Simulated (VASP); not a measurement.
# Si16B (a cell with a defect) in VASP: relaxation of the atoms with PBE

Aim: the relaxation of the atoms of Si16B (a cell with a defect) with PBE.

All numbers are computed with VASP 6.6.1; they aren't measurements. Logs are shortened: lines on timing, memory, paths and dates and some standing lists are left out, and cuts for length are marked.

## (1) The cell of the first run

The cell holds a defect, 17 atoms: a = 7.679 Å, b = 7.679 Å, c = 7.679 Å, α = 60.00°, β = 60.00°, γ = 60.00°.

## (2) Relaxation of the atoms, PBE, collinear spin

Contents of INCAR:

```
SYSTEM = Si16B
ALGO = Normal
EDIFF = 1E-6
EDIFFG = -0.03
ENCUT = 520
GGA = PE
IBRION = 2
ISIF = 2
ISMEAR = 0
ISPIN = 2
KPAR = 2
LASPH = .True.
LCHARG = .False.
LORBIT = 11
LREAL = Auto
LWAVE = .False.
MAGMOM = 0 0 0 0 0 0 0 0 0 0 0 0 0 0 0 0 1
NELM = 150
NSW = 80
PREC = Accurate
SIGMA = 0.02
```

Contents of KPOINTS:

```
k-points
0
Gamma
  2 2 2
  0 0 0
```

Contents of POSCAR:

```
Si16B
1.0
    0.0000000000      5.4300000000      5.4300000000
    5.4300000000      0.0000000000      5.4300000000
    5.4300000000      5.4300000000      0.0000000000
Si B
16 1
Direct
    0.0000000000      0.0000000000      0.0000000000
    0.1250000000      0.1250000000      0.1250000000
    0.0000000000      0.0000000000      0.5000000000
    0.1250000000      0.1250000000      0.6250000000
    0.0000000000      0.5000000000      0.0000000000
    0.1250000000      0.6250000000      0.1250000000
    0.0000000000      0.5000000000      0.5000000000
    0.1250000000      0.6250000000      0.6250000000
    0.5000000000      0.0000000000      0.0000000000
    0.6250000000      0.1250000000      0.1250000000
    0.5000000000      0.0000000000      0.5000000000
    0.6250000000      0.1250000000      0.6250000000
    0.5000000000      0.5000000000      0.0000000000
    0.6250000000      0.6250000000      0.1250000000
    0.5000000000      0.5000000000      0.5000000000
    0.6250000000      0.6250000000      0.6250000000
    0.7339461000      0.7539574000      0.2480690000
```

Potentials or basis: VASP PAW PBE potentials, release 64 (Si, B).

Run with:

```
> cat potpaw_PBE.64/Si/POTCAR potpaw_PBE.64/B/POTCAR > POTCAR
> mpirun -np 4 vasp_std > vasp.out
```

OUTCAR:

```text
SYSTEM = Si16B
   EDIFF = 1E-6
   EDIFFG = -0.03
   ENCUT = 520
   GGA = PE
   IBRION = 2
   ISIF = 2
   ISMEAR = 0
   ISPIN = 2
   LASPH = .True.
   LORBIT = 11
   LREAL = Auto
   NELM = 150
   NSW = 80
   PREC = Accurate

 ion  position               nearest neighbor table
   1  0.000  0.000  0.000-   2 2.35   4 2.35   6 2.35  10 2.35
   2  0.125  0.125  0.125-   1 2.35   3 2.35   5 2.35   9 2.35
   3  0.000  0.000  0.500-   2 2.35   4 2.35   8 2.35  12 2.35
   4  0.125  0.125  0.625-   1 2.35   3 2.35   7 2.35  11 2.35
   5  0.000  0.500  0.000-   2 2.35   6 2.35   8 2.35  14 2.35
   6  0.125  0.625  0.125-   1 2.35   5 2.35   7 2.35  13 2.35  17 2.45
   7  0.000  0.500  0.500-   4 2.35   6 2.35   8 2.35  16 2.35
   8  0.125  0.625  0.625-   3 2.35   5 2.35   7 2.35  15 2.35
   9  0.500  0.000  0.000-   2 2.35  10 2.35  12 2.35  14 2.35  17 2.62
  10  0.625  0.125  0.125-  17 2.33   9 2.35  11 2.35  13 2.35   1 2.35
  11  0.500  0.000  0.500-   4 2.35  10 2.35  12 2.35  16 2.35
  12  0.625  0.125  0.625-   3 2.35   9 2.35  11 2.35  15 2.35
  13  0.500  0.500  0.000-   6 2.35  10 2.35  14 2.35  16 2.35
  14  0.625  0.625  0.125-  17 2.26   9 2.35  13 2.35  15 2.35   5 2.35
  15  0.500  0.500  0.500-   8 2.35  12 2.35  14 2.35  16 2.35  17 2.65
  16  0.625  0.625  0.625-   7 2.35  11 2.35  13 2.35  15 2.35  17 2.37
  17  0.734  0.754  0.248-  14 2.26  10 2.33  16 2.37   6 2.45   9 2.62  15 2.65

  LATTYP: Found a face centered cubic cell.
 ALAT       =    10.8600000000

  Lattice vectors:

 A1 = (   0.0000000000,   5.4300000000,   5.4300000000)
 A2 = (   5.4300000000,   0.0000000000,   5.4300000000)
 A3 = (   5.4300000000,   5.4300000000,   0.0000000000)

Analysis of symmetry for initial positions (statically):
=====================================================================
 Subroutine PRICEL returns:
 Original cell was already a primitive cell.

 Routine SETGRP: Setting up the symmetry group for a
 face centered cubic supercell.

 Subroutine GETGRP returns: Found  1 space group operations
 (whereof  1 operations were pure point group operations)
 out of a pool of 48 trial point group operations.

The static configuration has the point symmetry C_1 .

Analysis of symmetry for dynamics (positions and initial velocities):
=====================================================================
 Subroutine PRICEL returns:
 Original cell was already a primitive cell.

 Routine SETGRP: Setting up the symmetry group for a
 face centered cubic supercell.

 Subroutine GETGRP returns: Found  1 space group operations
 (whereof  1 operations were pure point group operations)
 out of a pool of 48 trial point group operations.

The dynamic configuration has the point symmetry C_1 .

Analysis of structural, dynamic, and magnetic symmetry:
=====================================================================
 Subroutine PRICEL returns:
 Original cell was already a primitive cell.

 Routine SETGRP: Setting up the symmetry group for a
 face centered cubic supercell.

 Subroutine GETGRP returns: Found  1 space group operations
 (whereof  1 operations were pure point group operations)
 out of a pool of 48 trial point group operations.

The overall configuration has the point symmetry C_1 .

 Subroutine INISYM returns: Found  1 space group operations
 (whereof  1 operations are pure point group operations),
 and found     1 'primitive' translations

----------------------------------------------------------------------------------------

                                     Primitive cell

  volume of cell :     320.2060

  direct lattice vectors                    reciprocal lattice vectors
     0.000000000  5.430000000  5.430000000    -0.092081031  0.092081031  0.092081031
     5.430000000  0.000000000  5.430000000     0.092081031 -0.092081031  0.092081031
     5.430000000  5.430000000  0.000000000     0.092081031  0.092081031 -0.092081031

  length of vectors
     7.679179644  7.679179644  7.679179644     0.159489025  0.159489025  0.159489025

  position of ions in fractional coordinates (direct lattice)
     0.000000000  0.000000000  0.000000000
     0.125000000  0.125000000  0.125000000
[... 68 lines left out ...]
  0.500000  0.500000  0.500000      1.000000
  0.500000  0.500000  0.000000      1.000000
  0.000000  0.500000  0.500000      1.000000
  0.500000  0.000000  0.500000      1.000000
   k-points           NKPTS =      8   k-points in BZ     NKDIM =      8   number of bands    NBANDS=     44
   number of dos      NEDOS =    301   number of ions     NIONS =     17
   total plane-waves  NPLWV = 216000
   dimension x,y,z NGX =    60 NGY =   60 NGZ =   60
   dimension x,y,z NGXF=   120 NGYF=  120 NGZF=  120
   ions per type =              16   1
   NGX,Y,Z   is equivalent  to a cutoff of  12.99, 12.99, 12.99 a.u.
   NGXF,Y,Z  is equivalent  to a cutoff of  25.98, 25.98, 25.98 a.u.
 SYSTEM =  Si16B
   PREC   = accura    normal or accurate (medium, high low for compatibility)
   ISTART =      0    job   : 0-new  1-cont  2-samecut
   ICHARG =      2    charge: 1-file 2-atom 10-const
   ISPIN  =      2    spin polarized calculation?
   LNONCOLLINEAR =      F non collinear calculations
   LSORBIT =      F    spin-orbit coupling
   LASPH  =      T    aspherical Exc in radial PAW
   ENCUT  =  520.0 eV  38.22 Ry    6.18 a.u.  14.28 14.28 14.28*2*pi/ulx,y,z
   NELM   =    150;   NELMIN=  2; NELMDL= -5     # of ELM steps
   EDIFF  = 0.1E-05   stopping-criterion for ELM
   LREAL  =      T    real-space projection
   EDIFFG = -.3E-01   stopping-criterion for IOM
   NSW    =     80    number of steps for IOM
   IBRION =      2    ionic relax: 0-MD 1-quasi-New 2-CG
   NFREE  =      1    steps in history (QN), initial steepest desc. (CG)
   ISIF   =      2    stress and relaxation
   ISYM   =      2    0-nonsym 1-usesym 2-fastsym
   POTIM  = 0.5000    time-step for ionic-motion
   TEBEG  =    0.0;   TEEND  =   0.0 temperature during run
   PSTRESS=    0.0 pullay stress
   NELECT =      67.0000    total number of electrons
   NUPDOWN=      -1.0000    fix difference up-down
   EMIN   =  10.00;   EMAX   =-10.00  energy-range for DOS
   EFERMI =   0.00;   METHOD = LEGACY
   ISMEAR =     0;   SIGMA  =   0.02  broadening in eV -4-tet -1-fermi 0-gaus
   EFERMI_NEDOS =   21; number of points for ismear=-14 and -15
   IALGO  =     38    algorithm
   IMIX   =      4    mixing-type and parameters
     AMIX     =   0.40;   BMIX     =  1.00
     AMIX_MAG =   1.60;   BMIX_MAG =  1.00
  volume/ion in A,a.u.               =      18.84       127.11
  Fermi-wavevector in a.u.,A,eV,Ry     =   0.971904  1.836632 12.852022  0.944597
  Thomas-Fermi vector in A             =   2.102159
   LORBIT       =     11    0 simple, 1 ext, 2 COOP (PROOUT), +10 PAW based schemes
   GGA     = PE    functional components
   LHFCALC =     F    Hartree Fock is set to
   AEXX    =    0.0000 exact exchange contribution
   IVDW    =     0    specifies the selected vdW correction
   LEPSILON=     F    determine dielectric tensor
   LRPA    =     F    only Hartree local field effects (RPA)
 conjugate gradient relaxation of ions
 spin polarized calculation
 Gauss-broadening in eV      SIGMA  =   0.02
  energy-cutoff  :      520.00
  volume of cell :      320.21
 maximum number of plane-waves:      8646
 NGX is ok and might be reduce to    60
   NGX = 29   NGY = 29   NGZ = 29

--------------------------------------- Ionic step        1  -------------------------------------------

 number of electron      67.0000003 magnetization       0.2462057

 Free energy of the ion-electron system (eV)
  ---------------------------------------------------
  ext. energy  EPLUGINS =         0.00000000
  ---------------------------------------------------
  free energy    TOTEN  =       -88.53874399 eV

  energy without entropy =      -88.53860500  energy(sigma->0) =      -88.53867449

------------------------ aborting loop because EDIFF is reached ----------------------------------------

  FORCE on cell =-STRESS in cart. coord.  units (eV):
  Direction    XX          YY          ZZ          XY          YZ          ZX
  --------------------------------------------------------------------------------------
  -------------------------------------------------------------------------------------
  Total        5.6712285      5.7557163      5.7140578     -0.0900716      0.2543146     -0.0232786
  in kB       28.3764621     28.7992035     28.5907617     -0.4506805      1.2724844     -0.1164762
  external PRESSURE =      28.5888091 kB  Pullay stress =       0.0000000 kB
[... 136 lines left out ...]
  FREE ENERGIE OF THE ION-ELECTRON SYSTEM (eV)
  ---------------------------------------------------
  free  energy   TOTEN  =       -88.5858132673 eV

  energy  without entropy=      -88.5858127734  energy(sigma->0) =      -88.58581302

[... ionic steps 4 to 9 ...]

--------------------------------------- Ionic step       10  -------------------------------------------

 number of electron      67.0000001 magnetization       0.0000000

 number of electron      67.0000001 magnetization      -0.0000000
[... 103 lines left out ...]
 number of electron      67.0000001 magnetization      -0.0000000

 number of electron      67.0000001 magnetization       0.0000000

 Free energy of the ion-electron system (eV)
  ---------------------------------------------------
  ext. energy  EPLUGINS =         0.00000000
  ---------------------------------------------------
  free energy    TOTEN  =       -88.61909361 eV

  energy without entropy =      -88.61909361  energy(sigma->0) =      -88.61909361

 E-fermi :   6.3556     XC(G=0):  -9.5683

 val. band max:        6.2716537902   @ k =   0.5000   0.0000   0.0000
 cond. band min:       6.4396085462   @ k =   0.0000   0.0000   0.0000
 fundamental gap:      0.1679547561
 Fermi energy:         6.3556465963

 spin component 1

 k-point     1 :       0.0000    0.0000    0.0000
  band No.  band energies     occupation
      1      -6.2777      1.00000
      2      -3.8939      1.00000
      3      -3.8315      1.00000
      4      -3.8226      1.00000
      5      -3.7639      1.00000
      6      -2.4424      1.00000
[... 365 lines left out ...]
     43       9.6712      0.00000
     44      10.0348      0.00000
 Fermi energy:         6.3556465963

 spin component 2

 k-point     1 :       0.0000    0.0000    0.0000
  band No.  band energies     occupation
      1      -6.2777      1.00000
      2      -3.8939      1.00000
      3      -3.8315      1.00000
      4      -3.8226      1.00000
      5      -3.7639      1.00000
      6      -2.4424      1.00000
[... 409 lines left out ...]
  FREE ENERGIE OF THE ION-ELECTRON SYSTEM (eV)
  ---------------------------------------------------
  free  energy   TOTEN  =       -88.6190936074 eV

  energy  without entropy=      -88.6190936074  energy(sigma->0) =      -88.61909361

 reached required accuracy - stopping structural energy minimisation

 total charge

# of ion       s       p       d       tot
------------------------------------------
    1        0.756   0.937   0.000   1.693
    2        0.741   0.956   0.000   1.698
    3        0.741   0.956   0.000   1.697
    4        0.741   0.958   0.000   1.698
    5        0.756   0.936   0.000   1.692
    6        0.739   0.945   0.000   1.683
[... 9 lines left out ...]
   16        0.738   0.945   0.000   1.683
   17        0.824   0.766   0.000   1.590
--------------------------------------------------
tot         12.806  15.814   0.000  28.620

 magnetization (x)

# of ion       s       p       d       tot
------------------------------------------
    1       -0.000   0.000   0.000  -0.000
    2        0.000   0.000   0.000   0.000
    3       -0.000  -0.000   0.000  -0.000
    4        0.000   0.000   0.000   0.000
    5       -0.000  -0.000   0.000  -0.000
    6        0.000  -0.000   0.000  -0.000
[... 9 lines left out ...]
   16        0.000  -0.000   0.000  -0.000
   17       -0.000  -0.000   0.000  -0.000
--------------------------------------------------
tot         -0.000  -0.000   0.000  -0.000
```

Run time: 13 min. Hardware: 4 MPI ranks of Intel Xeon Platinum 8488C (Sapphire Rapids), shared host; peak memory 0.46 GiB.

What came out:

```yaml
Free_energy: -88.6191 eV
Energy_gained_by_relaxing: 4.7 meV/atom
Ionic_steps: 12
Pressure_after_relaxing: 3.1 GPa
Largest_force_after_relaxing: 0.016 eV/Å
Net_moment: 0.00 μB per cell
Valence_electrons_inside_the_program's_atomic_spheres: Si 1.69, 1.70, 1.68, 1.67 (each value once); B 1.59
```

Forces on the atoms (eV/Å):
```
Si   0.003 -0.009  0.004
Si   0.000  0.004 -0.005
Si  -0.004  0.007  0.006
Si   0.004  0.002  0.004
Si  -0.010 -0.004 -0.006
Si   0.006 -0.004 -0.002
Si   0.003  0.007 -0.009
Si  -0.004 -0.006  0.000
Si  -0.001 -0.011  0.011
Si   0.001 -0.001  0.002
Si   0.002  0.007  0.006
Si   0.000 -0.008 -0.007
Si   0.011 -0.003 -0.002
Si   0.002  0.003  0.004
Si  -0.003  0.013 -0.010
Si   0.002  0.000 -0.001
B   -0.013  0.004  0.004
```

Step by step:
```tsv
step	energy change (eV)	largest force (eV/Å)	pressure (GPa)
1	0.0000	0.6205	2.86
2	-0.0532	0.2630	3.00
3	-0.0471	0.4329	3.38
4	-0.0703	0.1846	3.16
5	-0.0774	0.0807	3.16
6	-0.0775	0.0717	3.16
7	-0.0785	0.0427	3.15
8	-0.0785	0.0406	3.14
9	-0.0791	0.0379	3.14
10	-0.0798	0.0583	3.14
11	-0.0802	0.0347	3.14
12	-0.0803	0.0162	3.14
```

Final structure:
```xyz
17
Lattice="0.0000 5.4300 5.4300 5.4300 0.0000 5.4300 5.4300 5.4300 0.0000" Properties=species:S:1:pos:R:3 pbc="T T T"
Si    5.4297    5.4342    0.0271
Si    1.3531    1.3548    1.3635
Si    8.1420    2.7231    5.4358
Si    4.0818    4.0793    1.3647
Si    8.1194    5.4307    2.7146
Si    4.1136    1.3139    4.0300
Si    5.4286    2.7406    2.7190
Si    6.7821    4.0791    4.0668
Si    5.4270    8.1267    2.7129
Si    1.3291    4.1051    4.0468
Si    2.7441    5.4322    2.7183
Si    4.0746    6.7917    4.0744
Si    8.1428    8.1163    5.4117
Si    4.0840    4.0925    6.8048
Si    5.4257    5.4280    5.4071
Si    6.7522    6.7540    6.8243
B     5.4612    5.3501    8.0873
```

Caveat: the k points lie up to 0.50 Å⁻¹ apart.
